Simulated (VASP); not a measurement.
# Zn12S11Br (a cell with a defect) (Wurtzite-4H) in VASP: single point with PBE

Aim: the single point of Zn12S11Br (a cell with a defect) (Wurtzite-4H) with PBE.

Everything below comes from runs of VASP 6.6.1. Logs are shortened: lines on timing, memory, paths and dates and some standing lists are left out, and cuts for length are marked.

### Step 1. The cell of the first run

The cell holds a defect, 24 atoms: a = 6.621 Å, b = 6.621 Å, c = 12.520 Å, α = 90.00°, β = 90.00°, γ = 120.00°.

### Step 2. Single point, PBE

Input file INCAR:

```
SYSTEM = Zn12S11Br
PREC     = Accurate       ! precision mode
ENCUT    = 520            ! plane-wave cutoff, eV
EDIFF    = 1E-6           ! SCF threshold, eV
ISMEAR   = -1             ! smearing method
SIGMA    = 0.01           ! smearing width, eV
LREAL    = Auto         
LASPH    = .True.         ! aspherical terms in the spheres
NELM     = 100            ! most SCF steps
ALGO     = Normal         ! electronic algorithm
ISIF     = 2              ! what is computed and relaxed
LWAVE    = .False.        ! write WAVECAR
LCHARG   = .False.        ! write CHGCAR
GGA      = PE             ! functional
NELECT   = 216.0        
NBANDS   = 126            ! bands
```

Input file KPOINTS:

```
Automatic mesh
0
Gamma
  3 3 2
  0 0 0
```

Input file POSCAR:

```
Zn12S11Br
1.0
    5.7340500000      3.3105553110      0.0000000000
   -5.7340500000      3.3105553110      0.0000000000
    0.0000000000      0.0000000000     12.5200000000
Zn S Br
12 11 1
Direct
   -0.0017264643     -0.0017264643     -0.0026436076
    0.3333333333      0.6683931310     -0.0026436076
    0.6683931310      0.3333333333     -0.0026436076
   -0.0370248254     -0.0370248254      0.5102935491
    0.3333333333      0.7036914921      0.5102935491
    0.7036914921      0.3333333333      0.5102935491
    0.3333333333      0.3333333333      0.2255462583
    0.6666666667      0.0000000000      0.2453397505
    0.0000000000      0.6666666667      0.2453397505
    0.3333333333      0.9991940346      0.7535990495
    0.6674726320      0.6674726320      0.7535990495
   -0.0008059654      0.3333333333      0.7535990495
   -0.0034729291     -0.0034729291      0.1853905215
    0.3333333333      0.6701395958      0.1853905215
    0.6701395958      0.3333333333      0.1853905215
    0.0004829456      0.0004829456      0.6906141558
    0.3333333333      0.6661837211      0.6906141558
    0.6661837211      0.3333333333      0.6906141558
    0.6666666667      0.0000000000      0.4344643227
    0.0000000000      0.6666666667      0.4344643227
    0.3333333333      1.0012749342      0.9385470353
    0.6653917325      0.6653917325      0.9385470353
    0.0012749342      0.3333333333      0.9385470353
    0.3333333333      0.3333333333      0.4374434846
```

Potentials or basis: VASP PAW PBE potentials, release 64 (Zn, S, Br).

Started as:

```sh
cat potpaw_PBE.64/Zn/POTCAR potpaw_PBE.64/S/POTCAR potpaw_PBE.64/Br/POTCAR > POTCAR
mpirun -np 1 vasp_std > vasp.out
```

OUTCAR:

```text
SYSTEM = Zn12S11Br
   PREC = Accurate
   ENCUT = 520
   EDIFF = 1E-6
   ISMEAR = -1
   LREAL = Auto
   LASPH = .True.
   NELM = 100
   ISIF = 2
   GGA = PE
   NELECT = 216.0

 ion  position               nearest neighbor table
   1  0.998  0.998  0.997-  22 2.32  21 2.33  23 2.33  13 2.35
   2  0.333  0.668  0.997-  21 2.32  23 2.33  22 2.33  14 2.35
   3  0.668  0.333  0.997-  23 2.32  21 2.33  22 2.33  15 2.35
   4  0.963  0.963  0.510-  16 2.27  19 2.30  20 2.30  24 2.62
   5  0.333  0.704  0.510-  17 2.27  20 2.30  19 2.30  24 2.62
   6  0.704  0.333  0.510-  18 2.27  19 2.30  20 2.30  24 2.62
[... 16 lines left out ...]
  23  0.001  0.333  0.939-  12 2.32   3 2.32   1 2.33   2 2.33
  24  0.333  0.333  0.437-   4 2.62   5 2.62   6 2.62   7 2.65

  LATTYP: Found a hexagonal cell.
 ALAT       =     6.6211106221
 C/A-ratio  =     1.8909214352

  Lattice vectors:

 A1 = (   5.7340500000,   3.3105553110,   0.0000000000)
 A2 = (  -5.7340500000,   3.3105553110,   0.0000000000)
 A3 = (   0.0000000000,   0.0000000000,  12.5200000000)

Analysis of symmetry for initial positions (statically):
=====================================================================
 Subroutine PRICEL returns:
 Original cell was already a primitive cell.

 Routine SETGRP: Setting up the symmetry group for a
 hexagonal supercell.

 Subroutine GETGRP returns: Found  6 space group operations
 (whereof  2 operations were pure point group operations)
 out of a pool of 24 trial point group operations.

The static configuration has the point symmetry C_1h.
 The point group associated with its full space group is C_3v.

Analysis of symmetry for dynamics (positions and initial velocities):
=====================================================================
 Subroutine PRICEL returns:
 Original cell was already a primitive cell.

 Routine SETGRP: Setting up the symmetry group for a
 hexagonal supercell.

 Subroutine GETGRP returns: Found  6 space group operations
 (whereof  2 operations were pure point group operations)
 out of a pool of 24 trial point group operations.

The dynamic configuration has the point symmetry C_1h.
 The point group associated with its full space group is C_3v.

 Subroutine INISYM returns: Found  6 space group operations
 (whereof  2 operations are pure point group operations),
 and found     1 'primitive' translations

----------------------------------------------------------------------------------------

                                     Primitive cell

  volume of cell :     475.3316

  direct lattice vectors                    reciprocal lattice vectors
     5.734050000  3.310555311  0.000000000     0.087198403  0.151032064  0.000000000
    -5.734050000  3.310555311  0.000000000    -0.087198403  0.151032064  0.000000000
     0.000000000  0.000000000 12.520000000     0.000000000  0.000000000  0.079872204

  length of vectors
     6.621110622  6.621110622 12.520000000     0.174396805  0.174396805  0.079872204

  position of ions in fractional coordinates (direct lattice)
     0.998273536  0.998273536  0.997356392
     0.333333333  0.668393131  0.997356392
     0.668393131  0.333333333  0.997356392
     0.962975175  0.962975175  0.510293549
     0.333333333  0.703691492  0.510293549
     0.703691492  0.333333333  0.510293549
[... 16 lines left out ...]
     0.001274934  0.333333333  0.938547035
     0.333333333  0.333333333  0.437443485

  ion indices of the primitive-cell ions
   primitive index   ion index
                 1           1
                 2           2
                 3           3
                 4           4
                 5           5
                 6           6
[... 16 lines left out ...]
                23          23
                24          24

----------------------------------------------------------------------------------------

 KPOINTS: Automatic mesh

Automatic generation of k-mesh.
 Grid dimensions read from file:
 generate k-points for:    3    3    2

 Generating k-lattice:

  Cartesian coordinates                     Fractional coordinates (reciprocal lattice)
     0.029066134  0.050344021  0.000000000     0.333333333  0.000000000  0.000000000
    -0.029066134  0.050344021  0.000000000     0.000000000  0.333333333  0.000000000
     0.000000000  0.000000000  0.039936102     0.000000000  0.000000000  0.500000000

  Length of vectors
     0.058132268  0.058132268  0.039936102

  Shift w.r.t. Gamma in fractional coordinates (k-lattice)
     0.000000000  0.000000000  0.000000000

 Subroutine IBZKPT returns following result:
 ===========================================

 Found      6 irreducible k-points:

 Following reciprocal coordinates:
            Coordinates               Weight
  0.000000  0.000000  0.000000      1.000000
  0.333333  0.000000  0.000000      6.000000
  0.333333  0.333333  0.000000      2.000000
  0.000000  0.000000  0.500000      1.000000
  0.333333  0.000000  0.500000      6.000000
  0.333333  0.333333  0.500000      2.000000
   k-points           NKPTS =      6   k-points in BZ     NKDIM =      6   number of bands    NBANDS=    126
   number of dos      NEDOS =    301   number of ions     NIONS =     24
   total plane-waves  NPLWV = 240000
   dimension x,y,z NGX =    50 NGY =   50 NGZ =   96
   dimension x,y,z NGXF=   100 NGYF=  100 NGZF=  192
   ions per type =              12  11   1
   NGX,Y,Z   is equivalent  to a cutoff of  12.55, 12.55, 12.75 a.u.
   NGXF,Y,Z  is equivalent  to a cutoff of  25.11, 25.11, 25.49 a.u.
 SYSTEM =  Zn12S11Br
   PREC   = accura    normal or accurate (medium, high low for compatibility)
   ISTART =      0    job   : 0-new  1-cont  2-samecut
   ICHARG =      2    charge: 1-file 2-atom 10-const
   ISPIN  =      1    spin polarized calculation?
   LNONCOLLINEAR =      F non collinear calculations
   LSORBIT =      F    spin-orbit coupling
   LASPH  =      T    aspherical Exc in radial PAW
   ENCUT  =  520.0 eV  38.22 Ry    6.18 a.u.  12.31 12.31 23.28*2*pi/ulx,y,z
   NELM   =    100;   NELMIN=  2; NELMDL= -5     # of ELM steps
   EDIFF  = 0.1E-05   stopping-criterion for ELM
   LREAL  =      T    real-space projection
   EDIFFG = 0.1E-04   stopping-criterion for IOM
   NSW    =      0    number of steps for IOM
   IBRION =     -1    ionic relax: 0-MD 1-quasi-New 2-CG
   NFREE  =      0    steps in history (QN), initial steepest desc. (CG)
   ISIF   =      2    stress and relaxation
   ISYM   =      2    0-nonsym 1-usesym 2-fastsym
   POTIM  = 0.5000    time-step for ionic-motion
   TEBEG  =    0.0;   TEEND  =   0.0 temperature during run
   PSTRESS=    0.0 pullay stress
   NELECT =     216.0000    total number of electrons
   NUPDOWN=      -1.0000    fix difference up-down
   EMIN   =  10.00;   EMAX   =-10.00  energy-range for DOS
   EFERMI =   0.00;   METHOD = LEGACY
   ISMEAR =    -1;   SIGMA  =   0.01  broadening in eV -4-tet -1-fermi 0-gaus
   EFERMI_NEDOS =   21; number of points for ismear=-14 and -15
   IALGO  =     38    algorithm
   IMIX   =      4    mixing-type and parameters
     AMIX     =   0.40;   BMIX     =  1.00
     AMIX_MAG =   1.60;   BMIX_MAG =  1.00
  volume/ion in A,a.u.               =      19.81       133.65
  Fermi-wavevector in a.u.,A,eV,Ry     =   1.258618  2.378443 21.553244  1.584119
  Thomas-Fermi vector in A             =   2.392218
   LORBIT       =      0    0 simple, 1 ext, 2 COOP (PROOUT), +10 PAW based schemes
   GGA     = PE    functional components
   LHFCALC =     F    Hartree Fock is set to
   AEXX    =    0.0000 exact exchange contribution
   IVDW    =     0    specifies the selected vdW correction
   LEPSILON=     F    determine dielectric tensor
   LRPA    =     F    only Hartree local field effects (RPA)
 non-spin polarized calculation
  energy-cutoff  :      520.00
  volume of cell :      475.33
 maximum number of plane-waves:     12850
 NGX is ok and might be reduce to    50
   NGX = 25   NGY = 25   NGZ = 47

 number of electron     216.0000002 magnetization

 Free energy of the ion-electron system (eV)
  ---------------------------------------------------
  ext. energy  EPLUGINS =         0.00000000
  ---------------------------------------------------
  free energy    TOTEN  =       -82.37409842 eV

  energy without entropy =      -82.37409842  energy(sigma->0) =      -82.37409842

 E-fermi :   2.3611     XC(G=0):  -9.5931

 val. band max:        2.1334658221   @ k =   0.0000   0.0000   0.0000
 cond. band min:       4.1739225509   @ k =   0.0000   0.0000   0.0000
 fundamental gap:      2.0404567287
 Fermi energy:         2.3610788798

 k-point     1 :       0.0000    0.0000    0.0000
  band No.  band energies     occupation
      1     -13.1219      2.00000
      2     -10.9823      2.00000
      3     -10.6597      2.00000
      4     -10.5919      2.00000
      5     -10.2006      2.00000
      6     -10.1137      2.00000
[... 112 lines left out ...]
    119       7.3169      0.00000
    120       7.3950      0.00000

 k-point     2 :       0.3333    0.0000    0.0000
  band No.  band energies     occupation
      1     -13.1055      2.00000
      2     -10.8116      2.00000
      3     -10.4849      2.00000
      4     -10.4581      2.00000
      5     -10.3695      2.00000
      6     -10.1239      2.00000
[... 112 lines left out ...]
    119       6.9854      0.00000
    120       7.2790      0.00000

 k-point     3 :       0.3333    0.3333    0.0000
  band No.  band energies     occupation
      1     -13.0974      2.00000
      2     -10.5866      2.00000
      3     -10.5866      2.00000
      4     -10.2996      2.00000
      5     -10.2048      2.00000
      6     -10.2048      2.00000
[... 112 lines left out ...]
    119       6.8079      0.00000
    120       6.8079      0.00000

 k-point     4 :       0.0000    0.0000    0.5000
  band No.  band energies     occupation
      1     -13.1218      2.00000
      2     -10.8939      2.00000
      3     -10.8764      2.00000
      4     -10.3996      2.00000
      5     -10.2006      2.00000
      6     -10.1786      2.00000
[... 112 lines left out ...]
    119       7.5546      0.00000
    120       7.5546      0.00000

 k-point     5 :       0.3333    0.0000    0.5000
  band No.  band energies     occupation
      1     -13.1055      2.00000
      2     -10.7648      2.00000
      3     -10.6517      2.00000
      4     -10.3767      2.00000
      5     -10.2830      2.00000
      6     -10.1705      2.00000
[... 112 lines left out ...]
    119       6.8715      0.00000
    120       6.8989      0.00000

 k-point     6 :       0.3333    0.3333    0.5000
  band No.  band energies     occupation
      1     -13.0974      2.00000
      2     -10.5730      2.00000
      3     -10.5730      2.00000
      4     -10.3066      2.00000
      5     -10.3049      2.00000
      6     -10.3049      2.00000
[... 112 lines left out ...]
    119       6.4992      0.00000
    120       6.4993      0.00000
 [bands above 120 left out]

------------------------ aborting loop because EDIFF is reached ----------------------------------------

  FORCE on cell =-STRESS in cart. coord.  units (eV):
  Direction    XX          YY          ZZ          XY          YZ          ZX
  --------------------------------------------------------------------------------------
  -------------------------------------------------------------------------------------
  Total        0.8583571      0.8583571      0.9836045      0.0000000     -0.0000000      0.0000000
  in kB        2.8932232      2.8932232      3.3153886      0.0000000     -0.0000000      0.0000000
  external PRESSURE =       3.0339450 kB  Pullay stress =       0.0000000 kB

 VOLUME and BASIS-vectors are now :
 -----------------------------------------------------------------------------
  energy-cutoff  :      520.00
  volume of cell :      475.33
      direct lattice vectors                 reciprocal lattice vectors
     5.734050000  3.310555311  0.000000000     0.087198403  0.151032064  0.000000000
    -5.734050000  3.310555311  0.000000000    -0.087198403  0.151032064  0.000000000
     0.000000000  0.000000000 12.520000000     0.000000000  0.000000000  0.079872204

 POSITION                                       TOTAL-FORCE (eV/Angst)
 -----------------------------------------------------------------------------------
      0.00000      6.60968     12.48690         0.000000     -0.016257     -0.004105
     -1.92125      3.31627     12.48690        -0.014079      0.008129     -0.004105
      1.92125      3.31627     12.48690         0.014079      0.008129     -0.004105
      0.00000      6.37597      6.38888         0.000000     -0.017357     -0.006999
     -2.12365      3.43313      6.38888        -0.015032      0.008679     -0.006999
      2.12365      3.43313      6.38888         0.015032      0.008679     -0.006999
[... 16 lines left out ...]
     -1.90404      1.10774     11.75061        -0.003819     -0.002205      0.007196
      0.00000      2.20704      5.47679         0.000000      0.000000     -0.012740
 -----------------------------------------------------------------------------------
    total drift:                                0.000000     -0.000107     -0.006132

  FREE ENERGIE OF THE ION-ELECTRON SYSTEM (eV)
  ---------------------------------------------------
  free  energy   TOTEN  =       -82.3740984176 eV

  energy  without entropy=      -82.3740984176  energy(sigma->0) =      -82.37409842
```

Run time: 5.5 min. Hardware: 1 thread of Intel Xeon 6975P-C (Granite Rapids), shared host; peak memory 0.64 GiB.

What came out:

- Free energy: -82.3741 eV
- Largest force: 0.020 eV/Å

Forces on the atoms (eV/Å):
```
Zn   0.000 -0.016 -0.004
Zn  -0.014  0.008 -0.004
Zn   0.014  0.008 -0.004
Zn   0.000 -0.017 -0.007
Zn  -0.015  0.009 -0.007
Zn   0.015  0.009 -0.007
Zn   0.000  0.000  0.000
Zn   0.000  0.000 -0.003
Zn   0.000  0.000 -0.003
Zn   0.015 -0.009 -0.010
Zn   0.000  0.017 -0.010
Zn  -0.015 -0.009 -0.010
S    0.000 -0.002  0.011
S   -0.001  0.001  0.011
S    0.001  0.001  0.011
S    0.000 -0.008  0.007
S   -0.007  0.004  0.007
S    0.007  0.004  0.007
S    0.000  0.000  0.003
S    0.000  0.000  0.003
S    0.004 -0.002  0.007
S    0.000  0.004  0.007
S   -0.004 -0.002  0.007
Br   0.000  0.000 -0.013
```

Caveat: the cell carries a net charge on a neutralising background, which shifts energy and pressure; the cell is charged against a uniform background, so pressure and absolute levels hang on convention.
